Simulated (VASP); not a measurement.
Write the native input for VASP 6.6.1 that does the following.

```yaml
Task: single point
Functional: PBEsol
Potentials_or_basis: VASP PAW PBE potentials, release 64 (K_sv, F)
Cutoff: 520 eV
k_mesh: 8 × 8 × 8
Occupations: gaussian, width 0.01 eV
Spin: no spin polarisation
Dipole_correction: no
Further_INCAR_settings: ALGO = Normal; EDIFF = 1e-07; NBANDS = 15
```

The structure of KF (Carobbiite) lies in POSCAR:

```
KF
1.0
    2.6807293148      2.6807293148      0.0000000000
   -2.6807293148      2.6807293148      0.0000000000
    0.0000000000      2.6807293148      2.6405609267
K F
1 1
Direct
    0.0000000000      0.0000000000      0.0000000000
    0.5000000000      0.5000000000      0.0000000000
```

This cell differs from its parent crystal: in-plane strain +0.01, then relaxed in part.

One way to write it, as run:

INCAR

```
SYSTEM = KF
ALGO     = Normal         ! electronic algorithm
EDIFF    = 1E-7           ! SCF threshold, eV
ENCUT    = 520            ! plane-wave cutoff, eV
GGA      = PS             ! functional
ISIF     = 2              ! what is computed and relaxed
ISMEAR   = 0              ! smearing method
LASPH    = .True.         ! aspherical terms in the spheres
LCHARG   = .False.        ! write CHGCAR
LREAL    = .False.        ! projectors in reciprocal space
LWAVE    = .False.        ! write WAVECAR
NBANDS   = 15             ! bands
NELM     = 80             ! most SCF steps
PREC     = Accurate       ! precision mode
SIGMA    = 0.01           ! smearing width, eV
```

KPOINTS

```
k-points
0
Gamma
  8 8 8
  0 0 0
```

Potentials or basis: VASP PAW PBE potentials, release 64 (K_sv, F).

Launch:

```console
$ cat potpaw_PBE.64/K_sv/POTCAR potpaw_PBE.64/F/POTCAR > POTCAR
$ mpirun -np 1 vasp_std > vasp.out
```

Results of the run:

```
Pressure               : -0.4 GPa
Band gap on the k mesh : 6.04 eV, direct
```

Caveat: the cell differs from its parent crystal (in-plane strain +0.01, then relaxed in part); the PAW data sets were made with another functional, which shifts forces and pressure a little.

Wall time 43 s on 1 thread of Intel Xeon 8259CL, on a shared host, peak memory 0.18 GiB.
